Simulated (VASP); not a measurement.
# H12CO5: single point with LDA

H12CO5:

```
O H C
1.0
     5.71848    0.00000    0.00000
     0.00000    5.71848    0.00000
     0.00000    0.00000    5.71848
O H C
5 12 1
Direct
  0.82772 0.79459 0.48354
  0.08476 0.34225 0.04858
  0.34431 0.02051 0.91556
  0.17007 0.62838 0.73043
  0.66219 0.18397 0.62842
  0.96258 0.72191 0.57569
  0.86653 0.78165 0.31853
  0.18561 0.19813 0.99029
  0.15102 0.37857 0.20104
  0.47418 0.08274 0.81507
  0.28129 0.87436 0.84149
  0.12840 0.51092 0.86985
  0.29444 0.55084 0.64296
  0.55067 0.48305 0.46725
  0.73681 0.03261 0.56858
  0.61191 0.24718 0.27194
  0.34879 0.23026 0.44749
  0.53700 0.28979 0.44704
```

```json
{
 "Program": "VASP 6.6.1",
 "Task": "single point",
 "Functional": "LDA",
 "Potentials or basis": "VASP PAW LDA potentials, release 64 (O, H, C)",
 "Cutoff": "520 eV",
 "k mesh": "1 × 1 × 1",
 "Occupations": "fermi-dirac, width 0.05 eV",
 "Spin": "no spin polarisation",
 "Dipole correction": "no",
 "Further INCAR settings": "LREAL = Auto; ALGO = Normal; EDIFF = 1e-06; NBANDS = 38"
}
```

The pressure is -0.7 GPa and the largest force is 0.406 eV/Å.

Forces on the atoms (eV/Å):
```
O   -0.042 -0.043  0.106
O   -0.089  0.010 -0.121
O   -0.266 -0.071  0.223
O   -0.189  0.169  0.121
O    0.002  0.004  0.155
H    0.042 -0.007  0.076
H   -0.008  0.043 -0.155
H    0.066 -0.136 -0.078
H    0.041  0.084  0.251
H    0.312  0.153 -0.209
H   -0.061 -0.099 -0.021
H   -0.056  0.013  0.025
H    0.182 -0.074 -0.153
H    0.047 -0.060 -0.033
H    0.107 -0.139 -0.050
H   -0.092  0.046  0.112
H    0.170  0.102  0.021
C   -0.166  0.005 -0.271
```

Stress tensor (GPa, compression positive):
```
-0.90 -0.10  0.05
-0.10 -0.55  0.11
 0.05  0.11 -0.80
```

Levels at points of the mesh, in eV from the Fermi level:
```csv
k point,band 20,band 21,band 22,band 23,band 24,band 25,band 26,band 27
"(0.00, 0.00, 0.00)",-2.27,-1.97,-1.85,-1.23,3.16,5.92,6.40,6.71
```

Run time: 29 s on 1 thread of Intel Xeon 8259CL, with other jobs on the host, peak memory 0.24 GiB.

Caveat: the k points lie up to 1.10 Å⁻¹ apart.
